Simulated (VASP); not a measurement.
Yb:

```xyz
1
Lattice="0.0000 2.7427 2.7427 2.7427 0.0000 2.7427 2.7427 2.7427 0.0000" Properties=species:S:1:pos:R:3 pbc="T T T"
Yb    0.0000    0.0000    0.0000
```

Base run:

```yaml
Program: VASP 6.6.1
Functional: PBEsol
Potentials_or_basis: VASP PAW PBE potentials, release 64 (Yb)
Cutoff: 520 eV
k_mesh: 12 × 12 × 12
Occupations: fermi-dirac, width 0.03 eV
Spin: no spin polarisation
```

Its results: band gap on the k mesh zero (bands 12 and 13 overlap by 0.07 eV); pressure -3.6 GPa.

Question: The run is repeated on the same cell with these changes: further incar settings from ALGO = Normal; EDIFF = 1e-08; NBANDS = 18 to ALGO = Normal; EDIFF = 1e-06; NBANDS = 18. What comes out?

Answer: Band gap on the k mesh zero (bands 12 and 13 overlap by 0.07 eV); pressure -3.1 GPa.

Caveats: the cell stands under tension; the PAW data sets were made with another functional, which shifts forces and pressure a little; spin-orbit coupling is left out, which moves the levels of the heavy elements.
